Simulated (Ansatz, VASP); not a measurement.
**Two plane-wave programs on TiO**

The input POSCAR:

```
TiO
1.0
    2.8516080131      0.0000000000      0.0000000000
   -1.4258040066      2.4695649810      0.0000000000
    0.0000000000      0.0000000000      5.5675030000
Ti O
2 2
Direct
    0.3333333333      0.6666666667      0.2500000000
    0.6666666667      0.3333333333      0.7500000000
    0.0000000000      0.0000000000      0.0000000000
    0.0000000000      0.0000000000      0.5000000000
```

INCAR.step1

```
PREC = Accurate
ENCUT = 600
ISMEAR = 0
SIGMA = 0.1
LREAL = False
LASPH = True
NELM = 80
GGA = PE
ALGO = Normal
EDIFF = 1E-4
LWAVE = True
LCHARG = False
```

Contents of INCAR.step2:

```
PREC = Accurate
ENCUT = 600
EDIFF = 1E-7
ISMEAR = 0
SIGMA = 0.1
LREAL = False
LASPH = True
NELM = 80
ALGO = Normal
ISIF = 3
LWAVE = False
LCHARG = False
METAGGA = R2SCAN
LMIXTAU = True
LUSE_VDW = True
IVDW_NL = 2
BPARAM = 11.95
CPARAM = 0.0093
IBRION = 2
NSW = 80
EDIFFG = -0.01
ISTART = 1
```

Contents of KPOINTS:

```
regular mesh
0
Gamma
  18 18 8
```

Input for Ansatz:

```yaml
crystal:
  lattice:
    - [2.8516080131, 0.0, 0.0]
    - [-1.4258040066, 2.469564981, 0.0]
    - [0.0, 0.0, 5.567503]
  atoms:
    - { symbol: Ti, position: [0.3333333333, 0.6666666667, 0.25] }
    - { symbol: Ti, position: [0.6666666667, 0.3333333333, 0.75] }
    - { symbol: O, position: [0.0, 0.0, 0.0] }
    - { symbol: O, position: [0.0, 0.0, 0.5] }
basis:
  ecutwfc: 500
kpoints:
  mp_grid: { grid: [18, 18, 8] }
hamiltonian:
  xc: r2scan
  dispersion: rvv10
scf:
  occupations: { method: gaussian, width: 0.1 }
output:
  forces: true
  stress: true
  eigenvalues: true
relax:
  adjacent_minimum: "off"
  f_tol: 0.01
  max_steps: 60
  cell: { stress_tol: 0.05 }
```

Alike in both runs: task relaxation of cell and atoms; functional r2SCAN; dispersion rVV10; k mesh 18 × 18 × 8; occupations gaussian, width 0.1 eV; no spin polarisation.

|  | VASP | Ansatz |
| --- | --- | --- |
| version | VASP 6.6.1 | Ansatz 0.2.0 |
| potentials or method | VASP PAW PBE potentials, release 64 (Ti_sv, O), cutoff 600 eV | scalar-relativistic, plane waves, PAW |
| valence electrons in the cell | 36 | 36 |

VASP gave:

| Item | Value |
| --- | --- |
| gap on the k mesh at the Fermi level, each at its own relaxed structure (eV) | none |
| relaxed volume (Å³/atom) | 9.57 |
| relaxed length of the cell vector where the two differ most in proportion (Å) | 5.542 |

Question: What did Ansatz give for the same quantities?

Answer: gap on the k mesh at the Fermi level, each at its own relaxed structure (eV): none; relaxed volume (Å³/atom): 9.51; relaxed length of the cell vector where the two differ most in proportion (Å): 5.528.

VASP's potentials were made for PBE, not for r2SCAN. A gap of «none» marks a metal or a gap that the smearing closes.
